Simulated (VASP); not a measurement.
# SnO2 (P-3m1) in VASP: phonons with PBE+D3(BJ)

Aim: the phonons of SnO2 with PBE+D3(BJ).

All numbers are computed with VASP 6.6.1; they aren't measurements. Logs are shortened: lines on timing, memory, paths and dates and some standing lists are left out, and cuts for length are marked.

**1. The cell of the first run**

Symmetry: P-3m1, No. 164, trigonal system. The conventional cell has a = 3.217 Å, b = 3.217 Å, c = 4.592 Å, α = 90.00°, β = 90.00°, γ = 120.00°. Sn (site symmetry -3m) has 6 O at 2.11 Å within 2.8 Å. O (site symmetry 3m) has 3 Sn at 2.11 Å and 3 O at 2.74 Å within 2.8 Å.

**2. Phonons, PBE+D3(BJ)**

The input, INCAR:

```
SYSTEM = SnO2
ALGO     = Normal         ! electronic algorithm
EDIFF    = 1E-8           ! SCF threshold, eV
ENCUT    = 520            ! plane-wave cutoff, eV
GGA      = PE             ! functional
IBRION   = 6              ! ionic algorithm
ISIF     = 2              ! what is computed and relaxed
ISMEAR   = 0              ! smearing method
IVDW     = 12             ! dispersion correction
LASPH    = .True.         ! aspherical terms in the spheres
LCHARG   = .False.        ! write CHGCAR
LREAL    = .False.        ! projectors in reciprocal space
LWAVE    = .False.        ! write WAVECAR
NBANDS   = 20             ! bands
NELM     = 80             ! most SCF steps
NFREE    = 2            
NSW      = 1              ! ionic steps
POTIM    = 0.015          ! step
PREC     = Accurate       ! precision mode
SIGMA    = 0.01           ! smearing width, eV
```

The input, KPOINTS:

```
k-points
0
Gamma
  12 12 6
  0 0 0
```

The input, POSCAR:

```
SnO2
1.0
    3.2165433392      0.0000000000      0.0000000000
   -1.6082716696      2.7856082441      0.0000000000
    0.0000000000      0.0000000000      4.5919188224
Sn O
1 2
Direct
    0.0000000000      0.0000000000      0.5000000000
    0.3333333333      0.6666666667      0.7200889250
    0.6666666667      0.3333333333      0.2799110750
```

Potentials or basis: VASP PAW PBE potentials, release 64 (Sn_d, O).

Started as:

```
$ cat potpaw_PBE.64/Sn_d/POTCAR potpaw_PBE.64/O/POTCAR > POTCAR
$ mpirun -np 1 vasp_std > vasp.out
```

OUTCAR:

```text
SYSTEM = SnO2
   EDIFF = 1E-8
   ENCUT = 520
   GGA = PE
   IBRION = 6
   ISIF = 2
   ISMEAR = 0
   IVDW = 12
   LASPH = .True.
   LREAL = .False.
   NELM = 80
   NFREE = 2
   NSW = 1
   POTIM = 0.015
   PREC = Accurate
 IVDW          = 12

 ion  position               nearest neighbor table
   1  0.000  0.000  0.500-   2 2.11   3 2.11   2 2.11   3 2.11   3 2.11   2 2.11
   2  0.333  0.667  0.720-   1 2.11   1 2.11   1 2.11
   3  0.667  0.333  0.280-   1 2.11   1 2.11   1 2.11

  LATTYP: Found a hexagonal cell.
 ALAT       =     3.2165433392
 C/A-ratio  =     1.4275942645

  Lattice vectors:

 A1 = (   3.2165433392,   0.0000000000,   0.0000000000)
 A2 = (  -1.6082716696,   2.7856082441,   0.0000000000)
 A3 = (   0.0000000000,   0.0000000000,   4.5919188224)

Analysis of symmetry for initial positions (statically):
=====================================================================
 Subroutine PRICEL returns:
 Original cell was already a primitive cell.

 Routine SETGRP: Setting up the symmetry group for a
 hexagonal supercell.

 Subroutine GETGRP returns: Found 12 space group operations
 (whereof 12 operations were pure point group operations)
 out of a pool of 24 trial point group operations.

The static configuration has the point symmetry D_3d.

Analysis of symmetry for dynamics (positions and initial velocities):
=====================================================================
 Subroutine PRICEL returns:
 Original cell was already a primitive cell.

 Routine SETGRP: Setting up the symmetry group for a
 hexagonal supercell.

 Subroutine GETGRP returns: Found 12 space group operations
 (whereof 12 operations were pure point group operations)
 out of a pool of 24 trial point group operations.

The dynamic configuration has the point symmetry D_3d.

 Subroutine INISYM returns: Found 12 space group operations
 (whereof 12 operations are pure point group operations),
 and found     1 'primitive' translations

----------------------------------------------------------------------------------------

                                     Primitive cell

  volume of cell :      41.1437

  direct lattice vectors                    reciprocal lattice vectors
     3.216543339  0.000000000  0.000000000     0.310892749  0.179494012  0.000000000
    -1.608271670  2.785608244  0.000000000     0.000000000  0.358988024  0.000000000
     0.000000000  0.000000000  4.591918822     0.000000000  0.000000000  0.217773885

  length of vectors
     3.216543339  3.216543339  4.591918822     0.358988024  0.358988024  0.217773885

  position of ions in fractional coordinates (direct lattice)
     0.000000000  0.000000000  0.500000000
     0.333333333  0.666666667  0.720088925
     0.666666667  0.333333333  0.279911075

  ion indices of the primitive-cell ions
   primitive index   ion index
                 1           1
                 2           2
                 3           3

----------------------------------------------------------------------------------------

 KPOINTS: k-points

Automatic generation of k-mesh.
 Grid dimensions read from file:
 generate k-points for:   12   12    6

 Generating k-lattice:

  Cartesian coordinates                     Fractional coordinates (reciprocal lattice)
     0.025907729  0.014957834  0.000000000     0.083333333  0.000000000  0.000000000
     0.000000000  0.029915669  0.000000000     0.000000000  0.083333333  0.000000000
     0.000000000  0.000000000  0.036295647     0.000000000  0.000000000  0.166666667

  Length of vectors
     0.029915669  0.029915669  0.036295647

  Shift w.r.t. Gamma in fractional coordinates (k-lattice)
     0.000000000  0.000000000  0.000000000

 Subroutine IBZKPT returns following result:
 ===========================================

 Found    100 irreducible k-points:

 Following reciprocal coordinates:
            Coordinates               Weight
  0.000000  0.000000  0.000000      1.000000
  0.083333 -0.000000  0.000000      6.000000
  0.166667 -0.000000  0.000000      6.000000
  0.250000  0.000000  0.000000      6.000000
  0.333333  0.000000  0.000000      6.000000
  0.416667  0.000000  0.000000      6.000000
[... 16 lines left out ...]
  0.166667 -0.000000  0.166667      6.000000
  0.000000  0.166667  0.166667      6.000000
 [... further k-points ...]
   k-points           NKPTS =    100   k-points in BZ     NKDIM =    100   number of bands    NBANDS=     20
   number of dos      NEDOS =    301   number of ions     NIONS =      3
   total plane-waves  NPLWV =  20736
   dimension x,y,z NGX =    24 NGY =   24 NGZ =   36
   dimension x,y,z NGXF=    48 NGYF=   48 NGZF=   72
   ions per type =               1   2
   NGX,Y,Z   is equivalent  to a cutoff of  12.40, 12.40, 13.03 a.u.
   NGXF,Y,Z  is equivalent  to a cutoff of  24.81, 24.81, 26.07 a.u.
 SYSTEM =  SnO2
   PREC   = accura    normal or accurate (medium, high low for compatibility)
   ISTART =      0    job   : 0-new  1-cont  2-samecut
   ICHARG =      2    charge: 1-file 2-atom 10-const
   ISPIN  =      1    spin polarized calculation?
   LNONCOLLINEAR =      F non collinear calculations
   LSORBIT =      F    spin-orbit coupling
   LASPH  =      T    aspherical Exc in radial PAW
   ENCUT  =  520.0 eV  38.22 Ry    6.18 a.u.   5.98  5.98  8.54*2*pi/ulx,y,z
   NELM   =     80;   NELMIN=  2; NELMDL= -5     # of ELM steps
   EDIFF  = 0.1E-07   stopping-criterion for ELM
   LREAL  =      F    real-space projection
   EDIFFG = 0.1E-06   stopping-criterion for IOM
   NSW    =     73    number of steps for IOM
   IBRION =      6    ionic relax: 0-MD 1-quasi-New 2-CG
   NFREE  =      2    steps in history (QN), initial steepest desc. (CG)
   ISIF   =      2    stress and relaxation
   ISYM   =      2    0-nonsym 1-usesym 2-fastsym
   POTIM  = 0.0150    time-step for ionic-motion
   TEBEG  =    0.0;   TEEND  =   0.0 temperature during run
   PSTRESS=    0.0 pullay stress
   NELECT =      26.0000    total number of electrons
   NUPDOWN=      -1.0000    fix difference up-down
   EMIN   =  10.00;   EMAX   =-10.00  energy-range for DOS
   EFERMI =   0.00;   METHOD = LEGACY
   ISMEAR =     0;   SIGMA  =   0.01  broadening in eV -4-tet -1-fermi 0-gaus
   EFERMI_NEDOS =   21; number of points for ismear=-14 and -15
   IALGO  =     38    algorithm
   IMIX   =      4    mixing-type and parameters
     AMIX     =   0.40;   BMIX     =  1.00
     AMIX_MAG =   1.60;   BMIX_MAG =  1.00
  volume/ion in A,a.u.               =      13.71        92.55
  Fermi-wavevector in a.u.,A,eV,Ry     =   1.404855  2.654790 26.852684  1.973617
  Thomas-Fermi vector in A             =   2.527374
   LORBIT       =      0    0 simple, 1 ext, 2 COOP (PROOUT), +10 PAW based schemes
   GGA     = PE    functional components
   LHFCALC =     F    Hartree Fock is set to
   AEXX    =    0.0000 exact exchange contribution
   IVDW    =    12    specifies the selected vdW correction
   LEPSILON=     F    determine dielectric tensor
   LRPA    =     F    only Hartree local field effects (RPA)
 finite differences with symmetry
 non-spin polarized calculation
 Gauss-broadening in eV      SIGMA  =   0.01
  energy-cutoff  :      520.00
  volume of cell :       41.14
 maximum number of plane-waves:      1134
   NGX = 11   NGY = 11   NGZ = 17

--------------------------------------- Ionic step        1  -------------------------------------------

 number of electron      26.0000002 magnetization

 Free energy of the ion-electron system (eV)
  ---------------------------------------------------
  ext. energy  EPLUGINS =         0.00000000
  ---------------------------------------------------
  free energy    TOTEN  =       -18.14351122 eV

  energy without entropy =      -18.14351122  energy(sigma->0) =      -18.14351122

------------------------ aborting loop because EDIFF is reached ----------------------------------------

 Edisp (eV)   -0.56563

 E8    (eV) :    -0.2238
[... 319 lines left out ...]
--------------------------------------- Ionic step        9  -------------------------------------------

 number of electron      26.0000000 magnetization

 Free energy of the ion-electron system (eV)
  ---------------------------------------------------
  ext. energy  EPLUGINS =         0.00000000
  ---------------------------------------------------
  free energy    TOTEN  =       -18.14158390 eV

  energy without entropy =      -18.14158390  energy(sigma->0) =      -18.14158390

 E-fermi :   4.0497     XC(G=0): -10.3446

 val. band max:        4.0001959893   @ k =   0.1667  -0.0000   0.0000
 cond. band min:       5.8737867288   @ k =   0.0000   0.0000   0.0000
 fundamental gap:      1.8735907395
 Fermi energy:         4.0496958863

 k-point     1 :       0.0000    0.0000    0.0000
  band No.  band energies     occupation
      1     -16.0984      2.00000
      2     -15.8481      2.00000
      3     -15.8481      2.00000
      4     -15.6567      2.00000
      5     -15.6567      2.00000
      6     -14.1186      2.00000
[... 541 lines left out ...]
     19      18.6368      0.00000
     20      21.4769      0.00000

 [... further k-points ...]

------------------------ aborting loop because EDIFF is reached ----------------------------------------

 Edisp (eV)   -0.56545

 E8    (eV) :    -0.2237
[... 26 lines left out ...]
  FREE ENERGIE OF THE ION-ELECTRON SYSTEM (eV)
  ---------------------------------------------------
  free  energy   TOTEN  =       -18.7070377263 eV

  energy  without entropy=      -18.7070377263  energy(sigma->0) =      -18.70703773

 INTERNAL STRAIN TENSORS FROM DISPLACED ATOMS
 ============================================

 INTERNAL STRAIN TENSOR FOR ION    1 for displacements in x,y,z  (eV/Angst):
          X           Y           Z          XY          YZ          ZX
  --------------------------------------------------------------------------------
  x     0.00000     0.00000     0.00000     0.00000     0.00000     0.00000
  y     0.00000     0.00000     0.00000     0.00000     0.00000     0.00000
  z     0.00000     0.00000     0.00000     0.00000     0.00000     0.00000

 INTERNAL STRAIN TENSOR FOR ION    3 for displacements in x,y,z  (eV/Angst):
          X           Y           Z          XY          YZ          ZX
  --------------------------------------------------------------------------------
  x     0.00000     0.00000     0.00000    -0.64996     0.00000    11.12050
  y    -0.64996     0.64996    -0.00000     0.00000    11.12050     0.00000
  z     9.76458     9.76458    12.69262     0.00000     0.00000     0.00000

 Eigenvectors and eigenvalues of the dynamical matrix
 ----------------------------------------------------

   1 f  =   14.621001 THz    91.866459 2PiTHz  487.704101 cm-1    60.467575 meV
             X         Y         Z           dx          dy          dz
      0.000000  0.000000  2.295959     0.000000   -0.000000   -0.000000
     -0.000000  1.857072  3.306590     0.000000   -0.000000   -0.707107
      1.608272  0.928536  1.285329    -0.000000    0.000000    0.707107
[... 25 lines left out ...]
   6 f  =   11.785768 THz    74.052164 2PiTHz  393.130903 cm-1    48.741998 meV
             X         Y         Z           dx          dy          dz
      0.000000  0.000000  2.295959    -0.000006   -0.460468   -0.000000
     -0.000000  1.857072  3.306590     0.000009    0.627682    0.000000
      1.608272  0.928536  1.285329     0.000009    0.627682    0.000000

   7 f/i=    0.001940 THz     0.012192 2PiTHz    0.064727 cm-1     0.008025 meV
             X         Y         Z           dx          dy          dz
      0.000000  0.000000  2.295959    -0.000000    0.000000    0.887443
     -0.000000  1.857072  3.306590    -0.000000    0.000000    0.325917
      1.608272  0.928536  1.285329    -0.000000    0.000000    0.325917

   8 f/i=    0.004291 THz     0.026959 2PiTHz    0.143120 cm-1     0.017745 meV
             X         Y         Z           dx          dy          dz
      0.000000  0.000000  2.295959    -0.887649   -0.007030   -0.000000
     -0.000000  1.857072  3.306590    -0.325590   -0.002579   -0.000000
      1.608272  0.928536  1.285329    -0.325590   -0.002579   -0.000000

   9 f/i=    0.004291 THz     0.026959 2PiTHz    0.143120 cm-1     0.017745 meV
             X         Y         Z           dx          dy          dz
      0.000000  0.000000  2.295959    -0.007030    0.887649   -0.000000
     -0.000000  1.857072  3.306590    -0.002579    0.325590   -0.000000
      1.608272  0.928536  1.285329    -0.002579    0.325590   -0.000000

 ELASTIC MODULI CONTR FROM IONIC RELAXATION (kBar)
 Direction    XX          YY          ZZ          XY          YZ          ZX
 --------------------------------------------------------------------------------
 XX        -533.4289   -527.7819   -689.7140      0.0000     48.3095     -0.0000
 YY        -527.7819   -533.4289   -689.7140      0.0000    -48.3095     -0.0000
 ZZ        -689.7140   -689.7140   -896.5333      0.0000     -0.0000     -0.0000
 XY           0.0000      0.0000      0.0000     -2.8235      0.0000     48.3095
 YZ          48.3095    -48.3095     -0.0000      0.0000   -826.5577     -0.0000
 ZX          -0.0000     -0.0000     -0.0000     48.3095     -0.0000   -826.5581
 --------------------------------------------------------------------------------
```

Run time: 26 min. Hardware: 1 thread of Oxide Virtual Turin-like, shared host; peak memory 0.57 GiB.

What came out:

```
Highest phonon frequency at Γ, LO-TO splitting left out : 488 cm⁻¹
Dispersion energy per atom                              : -0.188 eV
```

Phonon frequencies in cm⁻¹ (negative: imaginary):
```tsv
q point	frequencies
(0.000, 0.000, 0.000)	0 0 0 393 393 445 445 458 488
```

Caveat: spin-orbit coupling is left out, which moves the levels of the heavy elements.
